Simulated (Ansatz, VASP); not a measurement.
**One calculation of ZnO, two programs**

INCAR

```
SYSTEM = ZnO
PREC     = Accurate       ! precision mode
ENCUT    = 520            ! plane-wave cutoff, eV
EDIFF    = 1E-6           ! SCF threshold, eV
ISMEAR   = 0              ! smearing method
SIGMA    = 0.016          ! smearing width, eV
LREAL    = .False.        ! projectors in reciprocal space
LASPH    = .True.         ! aspherical terms in the spheres
NELM     = 80             ! most SCF steps
ALGO     = Normal         ! electronic algorithm
ISIF     = 2              ! what is computed and relaxed
LWAVE    = .False.        ! write WAVECAR
LCHARG   = .False.        ! write CHGCAR
GGA      = PE             ! functional
NBANDS   = 26             ! bands
```

Contents of KPOINTS:

```
Automatic mesh
0
Gamma
  9 9 5
  0 0 0
```

POSCAR

```
ZnO
1.0
    3.2493080000      0.0000000000      0.0000000000
   -1.6246540000      2.8139832727      0.0000000000
    0.0000000000      0.0000000000      5.2057090000
Zn O
2 2
Direct
    0.6666666667      0.3333333333      0.0000000000
    0.3333333333      0.6666666667      0.5000000000
    0.3333333333      0.6666666667      0.8790100000
    0.6666666667      0.3333333333      0.3790100000
```

File input.yaml:

```yaml
crystal:
  lattice:
    - [3.249308, 0.0, 0.0]
    - [-1.624654, 2.8139832727, 0.0]
    - [0.0, 0.0, 5.205709]
  atoms:
    - { symbol: Zn, position: [0.6666666667, 0.3333333333, 0.0] }
    - { symbol: Zn, position: [0.3333333333, 0.6666666667, 0.5] }
    - { symbol: O, position: [0.3333333333, 0.6666666667, 0.87901] }
    - { symbol: O, position: [0.6666666667, 0.3333333333, 0.37901] }
hamiltonian:
  xc: pbe
  pseudopotentials: { kind: paw }
kpoints:
  mp_grid: { grid: [9, 9, 5] }
scf:
  occupations: { method: gaussian, width: 0.016 }
output:
  forces: true
  stress: true
  eigenvalues: true
```

Alike in both runs: task single point; functional PBE; k mesh 9 × 9 × 5; occupations gaussian, width 0.016 eV; no spin polarisation.

```csv
,VASP,Ansatz
version,VASP 6.6.1,Ansatz 0.2.0
potentials or method,"VASP PAW PBE potentials, release 64 (Zn, O)",Ansatz PAW
plane-wave cutoff (eV),520,420
valence electrons in the cell,36,36
```

```tsv
	VASP	Ansatz	Ansatz less VASP
gap on the k mesh at the Fermi level (eV)	0.79	0.80	+0.015
least direct gap on the mesh (eV)	0.79	0.80	+0.015
pressure (GPa)	6.0	4.9	-1.10
traceless stress, the component that is largest in VASP (GPa)	1.17	1.14	-0.039
rms of the force components (eV/Å)	0.043	0.040	-0.0024
```

Atom by atom the forces differ by 0.002 eV/Å (rms over components).

Noted on Ansatz's run: odd divisions of the mesh miss points on the zone boundary, where band edges often lie, so the gap on the mesh can be too wide.
